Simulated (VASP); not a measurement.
Wanted: the native input for a VASP 6.6.1 run.

| Quantity | Value |
| --- | --- |
| Task | single point |
| Functional | PBE |
| Potentials or basis | VASP PAW PBE potentials, release 64 (Pb_d, Cl) |
| Cutoff | 520 eV |
| k mesh | 1 × 1 × 1 |
| Occupations | gaussian, width 0.01 eV |
| Spin | non-collinear spin, zero start, spin-orbit coupling |
| Starting moments | [[0.0, 0.0, 0.0], [0.0, 0.0, 0.0], [0.0, 0.0, 0.0], [0.0, 0.0, 0.0], [0.0, 0.0, 0.0]] μB |
| Dipole correction | no |
| Further INCAR settings | ALGO = Normal; EDIFF = 1e-06; NBANDS = 57 |

The structure of PbCl4 lies in POSCAR:

```
PbCl4
1.0
   12.9800000000      0.0000000000      0.0000000000
    0.0000000000     11.8900000000      0.0000000000
    0.0000000000      0.0000000000     12.9800000000
Pb Cl
1 4
Direct
    0.4977542400      0.4984600500      0.5000161800
    0.4954684100      0.3784693000      0.6533459200
    0.4954684100      0.3784693000      0.3466872100
    0.6533875200      0.6148662700      0.5000161800
    0.3466872100      0.6218284300      0.5000161800
```

These files were run (other wordings do the same):

INCAR

```
PREC = Accurate ; ENCUT = 520
EDIFF = 1E-6 ; ISMEAR = 0
SIGMA = 0.01 ; LREAL = False
LASPH = True ; NELM = 150
ALGO = Normal ; ISIF = 2
LWAVE = False ; LCHARG = False
MAGMOM = 0 0 0 0 0 0 0 0 0 0 0 0 0 0 0 ; LORBIT = 11
LSORBIT = True ; GGA_COMPAT = False
LORBMOM = True ; GGA = PE
NBANDS = 57
```

KPOINTS

```
Automatic mesh
0
Gamma
  1 1 1
```

Potentials or basis: VASP PAW PBE potentials, release 64 (Pb_d, Cl).

Command:

```console
$ cat potpaw_PBE.64/Pb_d/POTCAR potpaw_PBE.64/Cl/POTCAR > POTCAR
$ mpirun -np 1 vasp_ncl > vasp.out
```

Results of the run:

The largest force is 0.401 eV/Å and the net moment is 0.00 μB per cell. The valence electrons inside the program's atomic spheres are Pb 11.87; Cl 5.05.

Run time: 26 min on 1 thread of AMD EPYC 7R43 64-Core Processor (Zen 3), with other jobs on the host, peak memory 4.2 GiB.
